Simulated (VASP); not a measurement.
# ZnF2 (P4_2/mnm) in VASP: notebook

The runs below take ZnF2 through single point, with PBE.

Program: VASP 6.6.1. These are calculated values, not measurements. Logs are shortened: lines on timing, memory, paths and dates and some standing lists are left out, and cuts for length are marked.

## Step 1: The cell of the first run

It takes space group P4_2/mnm (No. 136, tetragonal). Conventional cell: a = 4.800 Å, b = 4.800 Å, c = 3.175 Å, α = 90.00°, β = 90.00°, γ = 90.00°. Zn (site symmetry mmm) has 6 F at 2.07 Å within 2.7 Å. Within 2.7 Å of F (site symmetry m2m) lie 3 Zn at 2.07 Å and 1 F at 2.66 Å.

## Step 2: Single point, PBE

INCAR

```
SYSTEM = ZnF2
PREC     = Accurate       ! precision mode
ENCUT    = 600            ! plane-wave cutoff, eV
EDIFF    = 1E-6           ! SCF threshold, eV
ISMEAR   = 0              ! smearing method
SIGMA    = 0.02           ! smearing width, eV
LREAL    = .FALSE.        ! projectors in reciprocal space
LASPH    = .TRUE.         ! aspherical terms in the spheres
NELM     = 120            ! most SCF steps
ALGO     = Normal         ! electronic algorithm
ISIF     = 2              ! what is computed and relaxed
LWAVE    = .FALSE.        ! write WAVECAR
LCHARG   = .FALSE.        ! write CHGCAR
GGA      = PE             ! functional
NBANDS   = 35             ! bands
GGA_COMPAT= .FALSE.
```

KPOINTS

```
Automatic mesh
0
G
  6 6 8
  0 0 0
```

POSCAR

```
ZnF2
1.0
    4.8000348590      0.0000000000      0.0000000000
    0.0000000000      4.8000348590      0.0000000000
    0.0000000000      0.0000000000      3.1754915767
Zn F
2 4
Direct
    0.0000000000      0.0000000000      0.0000000000
    0.5000000000      0.5000000000      0.5000000000
    0.3043835373      0.3043835373      0.0000000000
    0.1956164627      0.8043835373      0.5000000000
    0.6956164627      0.6956164627      0.0000000000
    0.8043835373      0.1956164627      0.5000000000
```

Potentials or basis: VASP PAW PBE potentials, release 64 (Zn, F).

Run with:

```bash
$ cat potpaw_PBE.64/Zn/POTCAR potpaw_PBE.64/F/POTCAR > POTCAR
$ mpirun -np 1 vasp_std > vasp.out
```

OUTCAR:

```text
SYSTEM = ZnF2
   PREC = Accurate
   ENCUT = 600
   EDIFF = 1E-6
   ISMEAR = 0
   LREAL = .FALSE.
   LASPH = .TRUE.
   NELM = 120
   ISIF = 2
   GGA = PE

 ion  position               nearest neighbor table
   1  0.000  0.000  0.000-   3 2.07   5 2.07   4 2.07   6 2.07   4 2.07   6 2.07
   2  0.500  0.500  0.500-   4 2.07   6 2.07   5 2.07   3 2.07   3 2.07   5 2.07
   3  0.304  0.304  0.000-   1 2.07   2 2.07   2 2.07
   4  0.196  0.804  0.500-   2 2.07   1 2.07   1 2.07
   5  0.696  0.696  0.000-   1 2.07   2 2.07   2 2.07
   6  0.804  0.196  0.500-   2 2.07   1 2.07   1 2.07

  LATTYP: Found a simple tetragonal cell.
 ALAT       =     4.8000348590
 C/A-ratio  =     0.6615559407

  Lattice vectors:

 A1 = (   4.8000348590,   0.0000000000,   0.0000000000)
 A2 = (   0.0000000000,   4.8000348590,   0.0000000000)
 A3 = (   0.0000000000,   0.0000000000,   3.1754915767)

Analysis of symmetry for initial positions (statically):
=====================================================================
 Subroutine PRICEL returns:
 Original cell was already a primitive cell.

 Routine SETGRP: Setting up the symmetry group for a
 simple tetragonal supercell.

 Subroutine GETGRP returns: Found 16 space group operations
 (whereof  8 operations were pure point group operations)
 out of a pool of 16 trial point group operations.

The static configuration has the point symmetry D_2h.
 The point group associated with its full space group is D_4h.

Analysis of symmetry for dynamics (positions and initial velocities):
=====================================================================
 Subroutine PRICEL returns:
 Original cell was already a primitive cell.

 Routine SETGRP: Setting up the symmetry group for a
 simple tetragonal supercell.

 Subroutine GETGRP returns: Found 16 space group operations
 (whereof  8 operations were pure point group operations)
 out of a pool of 16 trial point group operations.

The dynamic configuration has the point symmetry D_2h.
 The point group associated with its full space group is D_4h.

 Subroutine INISYM returns: Found 16 space group operations
 (whereof  8 operations are pure point group operations),
 and found     1 'primitive' translations

----------------------------------------------------------------------------------------

[... 89 lines left out ...]
   NGXF,Y,Z  is equivalent  to a cutoff of  27.71, 27.71, 29.32 a.u.
 SYSTEM =  ZnF2
   PREC   = accura    normal or accurate (medium, high low for compatibility)
   ISTART =      0    job   : 0-new  1-cont  2-samecut
   ICHARG =      2    charge: 1-file 2-atom 10-const
   ISPIN  =      1    spin polarized calculation?
   LNONCOLLINEAR =      F non collinear calculations
   LSORBIT =      F    spin-orbit coupling
   LASPH  =      T    aspherical Exc in radial PAW
   ENCUT  =  600.0 eV  44.10 Ry    6.64 a.u.   9.59  9.59  6.34*2*pi/ulx,y,z
   NELM   =    120;   NELMIN=  2; NELMDL= -5     # of ELM steps
   EDIFF  = 0.1E-05   stopping-criterion for ELM
   LREAL  =      F    real-space projection
[... 7 lines left out ...]
   TEBEG  =    0.0;   TEEND  =   0.0 temperature during run
   PSTRESS=    0.0 pullay stress
   NELECT =      52.0000    total number of electrons
   NUPDOWN=      -1.0000    fix difference up-down
   EMIN   =  10.00;   EMAX   =-10.00  energy-range for DOS
   EFERMI =   0.00;   METHOD = LEGACY
   ISMEAR =     0;   SIGMA  =   0.02  broadening in eV -4-tet -1-fermi 0-gaus
   EFERMI_NEDOS =   21; number of points for ismear=-14 and -15
   IALGO  =     38    algorithm
   IMIX   =      4    mixing-type and parameters
     AMIX     =   0.40;   BMIX     =  1.00
     AMIX_MAG =   1.60;   BMIX_MAG =  1.00
  volume/ion in A,a.u.               =      12.19        82.29
  Fermi-wavevector in a.u.,A,eV,Ry     =   1.460975  2.760842 29.040916  2.134447
  Thomas-Fermi vector in A             =   2.577361
   LORBIT       =      0    0 simple, 1 ext, 2 COOP (PROOUT), +10 PAW based schemes
   GGA     = PE    functional components
   LHFCALC =     F    Hartree Fock is set to
   AEXX    =    0.0000 exact exchange contribution
   IVDW    =     0    specifies the selected vdW correction
   LEPSILON=     F    determine dielectric tensor
   LRPA    =     F    only Hartree local field effects (RPA)
 non-spin polarized calculation
 Gauss-broadening in eV      SIGMA  =   0.02
  energy-cutoff  :      600.00
  volume of cell :       73.16
 maximum number of plane-waves:      2480
 NGX is ok and might be reduce to    40
   NGX = 19   NGY = 19   NGZ = 13

 number of electron      51.9999974 magnetization

 Free energy of the ion-electron system (eV)
  ---------------------------------------------------
  ext. energy  EPLUGINS =         0.00000000
  ---------------------------------------------------
  free energy    TOTEN  =       -23.25249886 eV

  energy without entropy =      -23.25249886  energy(sigma->0) =      -23.25249886

 E-fermi :  -1.6329     XC(G=0):  -9.9933

 val. band max:       -1.7151238391   @ k =   0.0000   0.0000   0.0000
 cond. band min:       1.7414600235   @ k =   0.0000   0.0000   0.0000
 fundamental gap:      3.4565838625
 Fermi energy:        -1.6328928721

 k-point     1 :       0.0000    0.0000    0.0000
  band No.  band energies     occupation
      1     -23.1146      2.00000
      2     -22.4344      2.00000
      3     -22.4344      2.00000
      4     -22.4107      2.00000
      5      -7.4262      2.00000
      6      -6.6619      2.00000
[... 901 lines left out ...]
     34      12.3790      0.00000
     35      14.3855      0.00000

 [... further k-points ...]
[... 5 lines left out ...]
  --------------------------------------------------------------------------------------
  -------------------------------------------------------------------------------------
  Total        0.1064642      0.1064642      0.2252902     -0.0000000      0.0000000      0.0000000
  in kB        2.3313864      2.3313864      4.9334783     -0.0000000      0.0000000      0.0000000
  external PRESSURE =       3.1987504 kB  Pullay stress =       0.0000000 kB

 VOLUME and BASIS-vectors are now :
 -----------------------------------------------------------------------------
  energy-cutoff  :      600.00
  volume of cell :       73.16
      direct lattice vectors                 reciprocal lattice vectors
     4.800034859  0.000000000  0.000000000     0.208331820  0.000000000  0.000000000
     0.000000000  4.800034859  0.000000000     0.000000000  0.208331820  0.000000000
     0.000000000  0.000000000  3.175491577     0.000000000  0.000000000  0.314911873

 POSITION                                       TOTAL-FORCE (eV/Angst)
 -----------------------------------------------------------------------------------
      0.00000      0.00000      0.00000         0.000000      0.000000      0.000000
      2.40002      2.40002      1.58775         0.000000      0.000000      0.000000
      1.46105      1.46105      0.00000        -0.009620     -0.009620      0.000000
      0.93897      3.86107      1.58775         0.009620     -0.009620      0.000000
      3.33898      3.33898      0.00000         0.009620      0.009620     -0.000000
      3.86107      0.93897      1.58775        -0.009620      0.009620     -0.000000
 -----------------------------------------------------------------------------------
    total drift:                                0.000000     -0.000000     -0.000000

  FREE ENERGIE OF THE ION-ELECTRON SYSTEM (eV)
  ---------------------------------------------------
  free  energy   TOTEN  =       -23.2524988562 eV

  energy  without entropy=      -23.2524988561  energy(sigma->0) =      -23.25249886
```

stdout:

```text
POSCAR found type information on POSCAR ZnF
 POSCAR found :  2 types and       6 ions
 scaLAPACK will be used
 LDA part: xc-table for (Slater+PW92), standard interpolation
 POSCAR, INCAR and KPOINTS ok, starting setup
 FFT: planning ... GRIDC
 FFT: planning ... GRID_SOFT
 FFT: planning ... GRID
 WAVECAR not read
 entering main loop
```

Run time: 3.6 min. Hardware: 1 thread of Oxide Virtual Turin-like, shared host; peak memory 0.23 GiB.

Results:

```
Free energy            : -23.2525 eV
Pressure               : 0.3 GPa
Largest force          : 0.014 eV/Å
Band gap on the k mesh : 3.46 eV
```

Forces on the atoms (eV/Å):
```
Zn   0.000  0.000  0.000
Zn   0.000  0.000  0.000
F   -0.010 -0.010  0.000
F    0.010 -0.010  0.000
F    0.010  0.010  0.000
F   -0.010  0.010  0.000
```

Stress tensor (GPa, compression positive):
```
0.23 0.00 0.00
0.00 0.23 0.00
0.00 0.00 0.49
```

A k mesh can miss the band edges.

## Step 3: Single point, PBE (12.56 Å³/atom)

This run uses another cell than the first one, of 12.56 Å³/atom.

INCAR

```
ALGO = Normal ; EDIFF = 1E-6
ENCUT = 600 ; GGA = PE
GGA_COMPAT = False ; ISIF = 2
ISMEAR = 0 ; LASPH = True
LCHARG = False ; LREAL = False
LWAVE = False ; NBANDS = 35
NELM = 120 ; PREC = Accurate
SIGMA = 0.02
```

KPOINTS

```
k-points
0
Gamma
  6 6 8
```

POSCAR

```
ZnF2
1.0
    4.8635914818      0.0000000000      0.0000000000
    0.0000000000      4.8635914818      0.0000000000
    0.0000000000      0.0000000000      3.1858314418
Zn F
2 4
Direct
    0.0000000000      0.0000000000      0.0000000000
    0.5000000000      0.5000000000      0.5000000000
    0.3058571995      0.3058571995      0.0000000000
    0.1941428005      0.8058571995      0.5000000000
    0.6941428005      0.6941428005      0.0000000000
    0.8058571995      0.1941428005      0.5000000000
```

Potentials or basis: VASP PAW PBE potentials, release 64 (Zn, F).

Run with:

```bash
$ cat potpaw_PBE.64/Zn/POTCAR potpaw_PBE.64/F/POTCAR > POTCAR
$ mpirun -np 1 vasp_std > vasp.out
```

It took 3.1 min on 1 thread of Oxide Virtual Turin-like, shared host; peak memory 0.24 GiB.

It converged, with:

```yaml
Free_energy: -23.2439 eV
Pressure: -2.2 GPa
Largest_force: 0.019 eV/Å
Band_gap_on_the_k_mesh: 3.42 eV (least direct gap 3.47 eV)
```

Forces on the atoms (eV/Å):
```
Zn   0.000  0.000  0.000
Zn   0.000  0.000  0.000
F   -0.014 -0.014  0.000
F    0.014 -0.014  0.000
F    0.014  0.014  0.000
F   -0.014  0.014  0.000
```

Stress tensor (GPa, compression positive):
```
-2.33  0.00  0.00
 0.00 -2.33  0.00
 0.00  0.00 -2.09
```

Levels at points of the mesh, in eV from the valence-band top:
| k point | band 24 | band 25 | band 26 | band 27 | band 28 | band 29 |
| --- | --- | --- | --- | --- | --- | --- |
| (0.00, 0.00, 0.00) | -0.17 | -0.17 | -0.05 | 3.42 | 8.83 | 9.66 |
| (0.50, 0.00, 0.00) | -0.53 | -0.23 | -0.23 | 5.86 | 5.86 | 10.50 |
| (0.50, 0.50, 0.00) | -0.94 | -0.19 | -0.19 | 6.65 | 6.65 | 9.12 |
| (0.00, 0.00, 0.50) | -1.03 | -1.00 | -1.00 | 7.95 | 7.95 | 11.64 |
| (0.50, 0.00, 0.50) | -1.02 | 0.00 | 0.00 | 8.35 | 8.35 | 10.22 |
| (0.50, 0.50, 0.50) | -1.00 | -0.77 | -0.77 | 7.78 | 7.78 | 11.40 |

A k mesh can miss the band edges.

## Step 4: Single point, PBE (12.93 Å³/atom)

This run uses another cell than the first one, of 12.93 Å³/atom.

INCAR

```
SYSTEM = ZnF2
PREC     = Accurate       ! precision mode
ENCUT    = 600            ! plane-wave cutoff, eV
EDIFF    = 1E-6           ! SCF threshold, eV
ISMEAR   = 0              ! smearing method
SIGMA    = 0.02           ! smearing width, eV
LREAL    = .False.        ! projectors in reciprocal space
LASPH    = .True.         ! aspherical terms in the spheres
NELM     = 120            ! most SCF steps
ALGO     = Normal         ! electronic algorithm
ISIF     = 2              ! what is computed and relaxed
LWAVE    = .False.        ! write WAVECAR
LCHARG   = .True.         ! write CHGCAR
GGA      = PE             ! functional
LELF     = .True.         ! ELF
LVHAR    = .True.       
NBANDS   = 35             ! bands
GGA_COMPAT= .False.
```

KPOINTS

```
regular mesh
0
Gamma
  6 6 8
  0 0 0
```

POSCAR

```
ZnF2
1.0
    4.9325945862      0.0000000000      0.0000000000
    0.0000000000      4.9325945862      0.0000000000
    0.0000000000      0.0000000000      3.1875335836
Zn F
2 4
Direct
    0.0000000000      0.0000000000      0.0000000000
    0.5000000000      0.5000000000      0.5000000000
    0.3080202303      0.3080202303      0.0000000000
    0.1919797697      0.8080202303      0.5000000000
    0.6919797697      0.6919797697      0.0000000000
    0.8080202303      0.1919797697      0.5000000000
```

Run with:

```bash
$ cat potpaw_PBE.64/Zn/POTCAR potpaw_PBE.64/F/POTCAR > POTCAR
$ mpirun -np 1 vasp_std > vasp.out
```

Run time: 4 min. Hardware: 1 thread of Oxide Virtual Turin-like, shared host; peak memory 0.24 GiB.

Results (log left out):

| Quantity | Value |
| --- | --- |
| Free energy | -23.2028 eV |
| Pressure | -4.2 GPa |
| Largest force | 0.027 eV/Å |
| Band gap on the k mesh | 3.40 eV (least direct gap 3.51 eV) |

Forces on the atoms (eV/Å):
```
Zn   0.000  0.000  0.000
Zn   0.000  0.000  0.000
F   -0.019 -0.019  0.000
F    0.019 -0.019  0.000
F    0.019  0.019  0.000
F   -0.019  0.019  0.000
```

Stress tensor (GPa, compression positive):
```
-4.29  0.00  0.00
 0.00 -4.29  0.00
 0.00  0.00 -4.00
```

Levels at points of the mesh, in eV from the valence-band top:
| k point | band 24 | band 25 | band 26 | band 27 | band 28 | band 29 |
| --- | --- | --- | --- | --- | --- | --- |
| (0.00, 0.00, 0.00) | -0.12 | -0.11 | -0.11 | 3.40 | 8.63 | 9.63 |
| (0.50, 0.00, 0.00) | -0.52 | -0.15 | -0.15 | 5.76 | 5.76 | 10.47 |
| (0.50, 0.50, 0.00) | -0.86 | -0.12 | -0.12 | 6.49 | 6.49 | 9.06 |
| (0.00, 0.00, 0.50) | -0.93 | -0.89 | -0.89 | 7.86 | 7.86 | 11.54 |
| (0.50, 0.00, 0.50) | -0.94 | 0.00 | 0.00 | 8.22 | 8.22 | 10.16 |
| (0.50, 0.50, 0.50) | -0.89 | -0.83 | -0.83 | 7.69 | 7.69 | 11.29 |

Caveat: the cell stands under tension. A k mesh can miss the band edges.

## Step 5: Summary

```tsv
cell	gap on the mesh (eV)	pressure (GPa)	largest force (eV/Å)
a = 4.800, b = 4.800, c = 3.175 Å, 6 atoms, atomic positions A	3.46	0.3	0.01
a = 4.864, b = 4.864, c = 3.186 Å, 6 atoms, atomic positions B	3.42	-2.2	0.02
a = 4.933, b = 4.933, c = 3.188 Å, 6 atoms, atomic positions C	3.40	-4.2	0.03
```

Alike in all rows: task single point; level PBE; potentials or basis VASP PAW PBE potentials, release 64 (Zn, F); no spin polarisation; k mesh 6 × 6 × 8; cutoff (eV) 600; smearing gaussian 0.02 eV.

Caveats: the cell stands under tension (at least some runs).

Total energies depend on the potentials used, so only differences within one code and one set of settings carry meaning.
